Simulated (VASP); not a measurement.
# AgCl (Pm-3m) in VASP: single point with HSE06

Aim: the single point of AgCl with HSE06.

All numbers are computed with VASP 6.6.1; they aren't measurements. Logs are shortened: lines on timing, memory, paths and dates and some standing lists are left out, and cuts for length are marked.

## Step 1: The cell of the first run

It takes space group Pm-3m (No. 221, cubic). Conventional cell: a = 3.396 Å, b = 3.396 Å, c = 3.396 Å, α = 90.00°, β = 90.00°, γ = 90.00°. Ag (site symmetry m-3m) has 8 Cl at 2.94 Å and 6 Ag at 3.40 Å within 3.9 Å. Cl (site symmetry m-3m) has 8 Ag at 2.94 Å and 6 Cl at 3.40 Å within 3.9 Å.

## Step 2: Single point, HSE06

POSCAR

```
AgCl
1.0
    3.3955880382      0.0000000000      0.0000000000
    0.0000000000      3.3955880382      0.0000000000
    0.0000000000      0.0000000000      3.3955880382
Ag Cl
1 1
Direct
    0.0000000000      0.0000000000      0.0000000000
    0.5000000000      0.5000000000      0.5000000000
```

INCAR.step1

```
PREC     = Accurate       # precision mode
ENCUT    = 520            # plane-wave cutoff, eV
EDIFF    = 1E-5           # SCF threshold, eV
ISMEAR   = 1              # smearing method
SIGMA    = 0.2            # smearing width, eV
LREAL    = F              # projectors in reciprocal space
LASPH    = T              # aspherical terms in the spheres
NELM     = 60             # most SCF steps
ALGO     = Normal         # electronic algorithm
ISIF     = 2              # what is computed and relaxed
LWAVE    = T              # write WAVECAR
LCHARG   = F              # write CHGCAR
GGA      = PE             # functional
NBANDS   = 16             # bands
```

INCAR.step2

```
PREC     = Accurate       # precision mode
ENCUT    = 520            # plane-wave cutoff, eV
EDIFF    = 1E-6           # SCF threshold, eV
ISMEAR   = 1              # smearing method
SIGMA    = 0.2            # smearing width, eV
LREAL    = F              # projectors in reciprocal space
LASPH    = T              # aspherical terms in the spheres
NELM     = 60             # most SCF steps
ALGO     = Normal         # electronic algorithm
ISIF     = 2              # what is computed and relaxed
LWAVE    = F              # write WAVECAR
LCHARG   = F              # write CHGCAR
GGA      = PE             # functional
LHFCALC  = T              # exact exchange
HFSCREEN = 0.2079         # screening, 1/A
PRECFOCK = Normal       
ISTART   = 1            
NBANDS   = 16             # bands
```

KPOINTS

```
Automatic mesh
0
Gamma
  4 4 4
```

Potentials or basis: VASP PAW PBE potentials, release 64 (Ag, Cl).

The run is started by

```
$ cat potpaw_PBE.64/Ag/POTCAR potpaw_PBE.64/Cl/POTCAR > POTCAR
$ cp INCAR.step1 INCAR
$ mpirun -np 1 vasp_std > vasp.out
$ cp INCAR.step2 INCAR
$ mpirun -np 1 vasp_std > vasp.out
```

OUTCAR:

```text
PREC = Accurate
   ENCUT = 520
   EDIFF = 1E-6
   ISMEAR = 1
   LREAL = F
   LASPH = T
   NELM = 60
   ISIF = 2
   GGA = PE
   LHFCALC = T
   HFSCREEN = 0.2079
   PRECFOCK = Normal
   ISTART = 1

 ion  position               nearest neighbor table
   1  0.000  0.000  0.000-   2 2.94   2 2.94   2 2.94   2 2.94   2 2.94   2 2.94   2 2.94   2 2.94

   2  0.500  0.500  0.500-   1 2.94   1 2.94   1 2.94   1 2.94   1 2.94   1 2.94   1 2.94   1 2.94

  LATTYP: Found a simple cubic cell.
 ALAT       =     3.3955880382

  Lattice vectors:

 A1 = (   3.3955880382,   0.0000000000,   0.0000000000)
 A2 = (   0.0000000000,   3.3955880382,   0.0000000000)
 A3 = (   0.0000000000,   0.0000000000,   3.3955880382)

Analysis of symmetry for initial positions (statically):
=====================================================================
 Subroutine PRICEL returns:
 Original cell was already a primitive cell.

 Routine SETGRP: Setting up the symmetry group for a
 simple cubic supercell.

 Subroutine GETGRP returns: Found 48 space group operations
 (whereof 48 operations were pure point group operations)
 out of a pool of 48 trial point group operations.

The static configuration has the point symmetry O_h .

Analysis of symmetry for dynamics (positions and initial velocities):
=====================================================================
 Subroutine PRICEL returns:
 Original cell was already a primitive cell.

 Routine SETGRP: Setting up the symmetry group for a
 simple cubic supercell.

 Subroutine GETGRP returns: Found 48 space group operations
 (whereof 48 operations were pure point group operations)
 out of a pool of 48 trial point group operations.

The dynamic configuration has the point symmetry O_h .

 Subroutine INISYM returns: Found 48 space group operations
 (whereof 48 operations are pure point group operations),
 and found     1 'primitive' translations

----------------------------------------------------------------------------------------

                                     Primitive cell

  volume of cell :      39.1512

  direct lattice vectors                    reciprocal lattice vectors
     3.395588038  0.000000000  0.000000000     0.294499801  0.000000000  0.000000000
     0.000000000  3.395588038  0.000000000     0.000000000  0.294499801  0.000000000
     0.000000000  0.000000000  3.395588038     0.000000000  0.000000000  0.294499801

  length of vectors
     3.395588038  3.395588038  3.395588038     0.294499801  0.294499801  0.294499801

  position of ions in fractional coordinates (direct lattice)
     0.000000000  0.000000000  0.000000000
     0.500000000  0.500000000  0.500000000

  ion indices of the primitive-cell ions
   primitive index   ion index
                 1           1
                 2           2

----------------------------------------------------------------------------------------

 KPOINTS: Automatic mesh

Automatic generation of k-mesh.
 Grid dimensions read from file:
 generate k-points for:    4    4    4

 Generating k-lattice:

  Cartesian coordinates                     Fractional coordinates (reciprocal lattice)
     0.073624950  0.000000000  0.000000000     0.250000000  0.000000000  0.000000000
     0.000000000  0.073624950  0.000000000     0.000000000  0.250000000  0.000000000
     0.000000000  0.000000000  0.073624950     0.000000000  0.000000000  0.250000000

  Length of vectors
     0.073624950  0.073624950  0.073624950

  Shift w.r.t. Gamma in fractional coordinates (k-lattice)
     0.000000000  0.000000000  0.000000000

 Subroutine IBZKPT returns following result:
 ===========================================

 Found     10 irreducible k-points:

 Following reciprocal coordinates:
            Coordinates               Weight
  0.000000  0.000000  0.000000      1.000000
  0.250000  0.000000  0.000000      6.000000
  0.500000  0.000000  0.000000      3.000000
  0.250000  0.250000  0.000000     12.000000
  0.500000  0.250000  0.000000     12.000000
  0.500000  0.500000  0.000000      3.000000
  0.250000  0.250000  0.250000      8.000000
  0.500000  0.250000  0.250000     12.000000
  0.500000  0.500000  0.250000      6.000000
  0.500000  0.500000  0.500000      1.000000
   k-points           NKPTS =     10   k-points in BZ     NKDIM =     64   number of bands    NBANDS=     16
   number of dos      NEDOS =    301   number of ions     NIONS =      2
   total plane-waves  NPLWV =  21952
   dimension x,y,z NGX =    28 NGY =   28 NGZ =   28
   dimension x,y,z NGXF=    56 NGYF=   56 NGZF=   56
   ions per type =               1   1
   NGX,Y,Z   is equivalent  to a cutoff of  13.71, 13.71, 13.71 a.u.
   NGXF,Y,Z  is equivalent  to a cutoff of  27.42, 27.42, 27.42 a.u.
 SYSTEM =  unknown system
   PREC   = accura    normal or accurate (medium, high low for compatibility)
   ISTART =      1    job   : 0-new  1-cont  2-samecut
   ICHARG =      0    charge: 1-file 2-atom 10-const
   ISPIN  =      1    spin polarized calculation?
   LNONCOLLINEAR =      F non collinear calculations
   LSORBIT =      F    spin-orbit coupling
   LASPH  =      T    aspherical Exc in radial PAW
   ENCUT  =  520.0 eV  38.22 Ry    6.18 a.u.   6.31  6.31  6.31*2*pi/ulx,y,z
   NELM   =     60;   NELMIN=  2; NELMDL=  0     # of ELM steps
   EDIFF  = 0.1E-05   stopping-criterion for ELM
   LREAL  =      F    real-space projection
   EDIFFG = 0.1E-04   stopping-criterion for IOM
   NSW    =      0    number of steps for IOM
   IBRION =     -1    ionic relax: 0-MD 1-quasi-New 2-CG
   NFREE  =      0    steps in history (QN), initial steepest desc. (CG)
   ISIF   =      2    stress and relaxation
   ISYM   =      3    0-nonsym 1-usesym 2-fastsym
   POTIM  = 0.5000    time-step for ionic-motion
   TEBEG  =    0.0;   TEEND  =   0.0 temperature during run
   PSTRESS=    0.0 pullay stress
   NELECT =      18.0000    total number of electrons
   NUPDOWN=      -1.0000    fix difference up-down
   EMIN   =  10.00;   EMAX   =-10.00  energy-range for DOS
   EFERMI =   0.00;   METHOD = LEGACY
   ISMEAR =     1;   SIGMA  =   0.20  broadening in eV -4-tet -1-fermi 0-gaus
   EFERMI_NEDOS =   21; number of points for ismear=-14 and -15
   IALGO  =     38    algorithm
   IMIX   =      1    mixing-type and parameters
     AMIX     =   0.40;   BMIX     =  1.00
     AMIX_MAG =   1.60;   BMIX_MAG =  1.00
  volume/ion in A,a.u.               =      19.58       132.10
  Fermi-wavevector in a.u.,A,eV,Ry     =   1.263525  2.387717 21.721655  1.596497
  Thomas-Fermi vector in A             =   2.396878
   LORBIT       =      0    0 simple, 1 ext, 2 COOP (PROOUT), +10 PAW based schemes
   GGA     = PE    functional components
   LHFCALC =     T    Hartree Fock is set to
   PRECFOCK=normal    Normal, Fast or Accurate (Low or Medium for compatibility)
   ENCUT4O =  -1.0   cutoff for four orbital integrals eV
   NKREDX  =     1    reduce k-point grid by
   NKREDY  =     1    reduce k-point grid by
   NKREDZ  =     1    reduce k-point grid by
   AEXX    =    0.2500 exact exchange contribution
   HFSCREEN=    0.2079 screening length (either q_TF or 0.3 A-1)
   HFSCREENC=   0.2079 screening length for correlation (either q_TF or 0.3 A-1)
   ENCUTFOCK=  -1.0 apply spherical cutoff to Coloumb kernel
   IVDW    =     0    specifies the selected vdW correction
   LEPSILON=     F    determine dielectric tensor
   LRPA    =     F    only Hartree local field effects (RPA)
 non-spin polarized calculation
 Methfessel and Paxton  Order N= 1 SIGMA  =   0.20
  energy-cutoff  :      520.00
  volume of cell :       39.15
 maximum number of plane-waves:      1074
 NGX is ok and might be reduce to    28
  NGX = 20; NGY = 20; NGZ = 20

 number of electron      18.0000002 magnetization

 Free energy of the ion-electron system (eV)
  ---------------------------------------------------
  ext. energy  EPLUGINS =         0.00000000
  ---------------------------------------------------
  free energy    TOTEN  =        -6.32663519 eV

  energy without entropy =       -6.32874434  energy(sigma->0) =       -6.32733824

 E-fermi :   3.5155     XC(G=0):  -8.6760

 val. band max:        3.3613198113   @ k =   0.5000   0.0000   0.0000
 cond. band min:       5.3686073949   @ k =   0.0000   0.0000   0.0000
 fundamental gap:      2.0072875836
 Fermi energy:         3.5155298066

 k-point     1 :       0.0000    0.0000    0.0000
  band No.  band energies     occupation
      1     -12.6237      2.00000
      2      -0.0133      2.00000
      3      -0.0133      2.00000
      4       0.9711      2.00000
      5       0.9711      2.00000
      6       0.9711      2.00000
[... 8 lines left out ...]
     15      19.2366      0.00000
     16      21.7488      0.00000

 k-point     2 :       0.2500    0.0000    0.0000
  band No.  band energies     occupation
      1     -12.3654      2.00000
      2      -0.8955      2.00000
      3       0.0617      2.00000
      4       0.2754      2.00000
      5       0.2754      2.00000
      6       0.9977      2.00000
[... 8 lines left out ...]
     15      19.0577      0.00000
     16      21.5068      0.00000

 k-point     3 :       0.5000    0.0000    0.0000
  band No.  band energies     occupation
      1     -12.0762      2.00000
      2      -2.1361      2.00000
      3      -0.0956      2.00000
      4      -0.0956      2.00000
      5       0.1386      2.00000
      6       1.0248      2.00000
[... 8 lines left out ...]
     15      20.9993      0.00000
     16      21.2723      0.00000

 k-point     4 :       0.2500    0.2500    0.0000
  band No.  band energies     occupation
      1     -12.1479      2.00000
      2      -0.8774      2.00000
      3      -0.2494      2.00000
      4       0.3159      2.00000
      5       0.3546      2.00000
      6       0.8156      2.00000
[... 8 lines left out ...]
     15      19.7237      0.00000
     16      19.9037      0.00000
[... 58 lines left out ...]
 k-point     8 :       0.5000    0.2500    0.2500
  band No.  band energies     occupation
      1     -11.7231      2.00000
      2      -1.3314      2.00000
      3      -0.9001      2.00000
      4       0.3487      2.00000
      5       0.6624      2.00000
      6       0.8766      2.00000
[... 8 lines left out ...]
     15      18.6115      0.00000
     16      20.9971      0.00000

 k-point     9 :       0.5000    0.5000    0.2500
  band No.  band energies     occupation
      1     -11.5209      2.00000
      2      -1.2508      2.00000
      3      -1.2508      2.00000
      4      -0.6257      2.00000
      5       0.8252      2.00000
      6       1.3761      2.00000
[... 8 lines left out ...]
     15      21.4173      0.00000
     16      21.4173      0.00000

 k-point    10 :       0.5000    0.5000    0.5000
  band No.  band energies     occupation
      1     -11.2898      2.00000
      2      -1.6283      2.00000
      3      -1.6283      2.00000
      4      -1.6283      2.00000
      5       1.3896      2.00000
      6       1.3896      2.00000
[... 8 lines left out ...]
     15      23.0404      0.00000
     16      23.0404      0.00000

------------------------ aborting loop because EDIFF is reached ----------------------------------------

  FORCE on cell =-STRESS in cart. coord.  units (eV):
  Direction    XX          YY          ZZ          XY          YZ          ZX
  --------------------------------------------------------------------------------------
  -------------------------------------------------------------------------------------
  Total        0.3221623      0.3221623      0.3221623      0.0000000      0.0000000      0.0000000
  in kB       13.1837922     13.1837922     13.1837922      0.0000000      0.0000000      0.0000000
  external PRESSURE =      13.1837922 kB  Pullay stress =       0.0000000 kB

 VOLUME and BASIS-vectors are now :
 -----------------------------------------------------------------------------
  energy-cutoff  :      520.00
  volume of cell :       39.15
      direct lattice vectors                 reciprocal lattice vectors
     3.395588038  0.000000000  0.000000000     0.294499801  0.000000000  0.000000000
     0.000000000  3.395588038  0.000000000     0.000000000  0.294499801  0.000000000
     0.000000000  0.000000000  3.395588038     0.000000000  0.000000000  0.294499801

 POSITION                                       TOTAL-FORCE (eV/Angst)
 -----------------------------------------------------------------------------------
      0.00000      0.00000      0.00000         0.000000      0.000000      0.000000
      1.69779      1.69779      1.69779         0.000000      0.000000      0.000000
 -----------------------------------------------------------------------------------
    total drift:                               -0.000000     -0.000000     -0.000000

  FREE ENERGIE OF THE ION-ELECTRON SYSTEM (eV)
  ---------------------------------------------------
  free  energy   TOTEN  =        -6.3266351919 eV

  energy  without entropy=       -6.3287443396  energy(sigma->0) =       -6.32733824
```

It took 2.7 min on 1 thread of Intel Xeon 6975P-C (Granite Rapids), shared host; peak memory 0.26 GiB.

What came out:

| Quantity | Value |
| --- | --- |
| Free energy | -6.3266 eV |
| Pressure | 1.3 GPa |
| Band gap on the k mesh | 2.01 eV (least direct gap 3.58 eV) |

Levels at points of the mesh, in eV from the valence-band top:
| k point | band 5 | band 6 | band 7 | band 8 | band 9 | band 10 | band 11 | band 12 | band 13 | band 14 |
| --- | --- | --- | --- | --- | --- | --- | --- | --- | --- | --- |
| (0.00, 0.00, 0.00) | -2.39 | -2.39 | -1.57 | -1.57 | -1.57 | 2.01 | 10.82 | 10.82 | 15.88 | 15.88 |
| (0.50, 0.00, 0.00) | -3.22 | -2.34 | -1.86 | 0.00 | 0.00 | 6.33 | 7.45 | 10.75 | 11.65 | 11.65 |
| (0.50, 0.50, 0.00) | -2.70 | -2.70 | -2.69 | -2.00 | -0.86 | 4.21 | 10.79 | 10.79 | 12.16 | 15.48 |
| (0.50, 0.50, 0.50) | -1.97 | -1.97 | -0.32 | -0.32 | -0.32 | 6.04 | 6.04 | 6.04 | 8.93 | 19.68 |

Caveat: the k points lie up to 0.46 Å⁻¹ apart; the PAW data sets were made with another functional, which shifts forces and pressure a little.
